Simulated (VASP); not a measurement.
Crystal: Cd2S5.

```xyz
7
Lattice="2.9133 -2.9133 0.0000 2.9133 2.9133 0.0000 0.0000 0.0000 9.7000" Properties=species:S:1:pos:R:3 pbc="T T T"
Cd    1.4566   -1.4566    8.2401
Cd    1.4566    1.4566    1.4598
S     0.0000    0.0000    2.9197
S     3.4785   -1.2585    3.9915
S     2.3481   -1.2585    5.7085
S     0.0000    0.0000    6.7803
S     2.9133    0.0000    0.0000
```

| Quantity | Value |
| --- | --- |
| Program | VASP 6.6.1 |
| Task | relaxation of cell and atoms |
| Functional | PBE |
| Potentials or basis | VASP PAW PBE potentials, release 64 (Cd, S) |
| Cutoff | 600 eV |
| k mesh | 4 × 4 × 2 |
| Occupations | gaussian, width 0.2 eV |
| Spin | no spin polarisation |

At the start: pressure 7.2 GPa; volume 23.52 Å³/atom.

Where does the relaxation end?

Over 35 steps the energy falls by 254.1 meV/atom and the volume is 25.54 Å³/atom (+8.6 %); space group C2 (No. 5, to 0.1 Å) before and after.

The path:
| step | energy change (eV) | largest force (eV/Å) | pressure (GPa) | volume (Å³) |
| --- | --- | --- | --- | --- |
| 1 | 0.0000 | 1.9837 | 7.15 | 164.65 |
| 2 | -0.8952 | 1.3612 | -1.87 | 190.89 |
| 3 | -0.8953 | 1.3605 | -1.92 | 191.15 |
| 4 | -1.1446 | 1.5800 | 0.22 | 189.67 |
| 5 | -1.1478 | 1.2230 | -0.03 | 189.82 |
| 6 | -1.3352 | 0.6671 | -0.22 | 188.64 |
| 7 | -1.3427 | 0.7378 | -0.20 | 188.31 |
| 8 | -1.4375 | 0.4739 | -0.40 | 186.97 |
| 9 | -1.4922 | 0.3836 | -0.52 | 184.84 |
| 10 | -1.5547 | 0.4477 | 0.45 | 180.93 |
| 11 | -1.5673 | 0.7852 | 1.21 | 178.12 |
| 12 | -1.5973 | 0.3610 | 0.84 | 177.90 |
| 13 | -1.6109 | 0.3460 | 0.39 | 177.58 |
| 14 | -1.6219 | 0.3182 | 0.27 | 178.11 |
| 15 | -1.6468 | 0.2483 | -0.07 | 179.71 |
| 16 | -1.6605 | 0.2284 | -0.70 | 182.88 |
| 17 | -1.6764 | 0.2456 | -0.28 | 181.64 |
| 18 | -1.6817 | 0.5898 | 0.15 | 180.42 |
| 19 | -1.6967 | 0.4310 | 0.07 | 179.88 |
| 20 | -1.7218 | 0.1335 | -0.12 | 178.27 |
| 21 | -1.7236 | 0.1934 | -0.17 | 177.70 |
| 22 | -1.7302 | 0.1479 | 0.04 | 176.93 |
| 23 | -1.7368 | 0.2935 | 0.57 | 175.06 |
| 24 | -1.7434 | 0.2247 | 0.46 | 175.19 |
| 25 | -1.7545 | 0.1759 | 0.12 | 175.55 |
| 26 | -1.7555 | 0.2156 | -0.01 | 175.67 |
| 27 | -1.7610 | 0.1508 | 0.13 | 175.77 |
| 28 | -1.7628 | 0.1472 | 0.25 | 175.85 |
| 29 | -1.7666 | 0.1374 | 0.03 | 176.73 |
| 30 | -1.7679 | 0.1603 | -0.20 | 177.70 |
| 31 | -1.7711 | 0.1050 | -0.13 | 177.93 |
| 32 | -1.7733 | 0.0801 | 0.02 | 178.34 |
| 33 | -1.7757 | 0.0817 | -0.03 | 178.56 |
| 34 | -1.7768 | 0.1240 | -0.09 | 178.83 |
| 35 | -1.7788 | 0.0798 | 0.04 | 178.79 |

Final structure:
```
Cd S
1.0
     3.23176   -2.66959   -0.13356
     3.23176    2.66959   -0.13356
    -0.47962    0.00000   10.38156
Cd S
2 5
Cartesian
  1.1820 -1.0266 8.7977
  4.8019 -1.0266 1.3168
  0.4164 -0.1742 2.8998
  3.7474 -1.4623 4.4232
  2.2366 -1.4623 5.6912
  5.5675 -0.1742 7.2146
  3.2318 0.3502 -0.1336
```

Caveat: the relaxation stopped at a loose force limit of 0.08 eV/Å, so its end isn't a converged minimum.
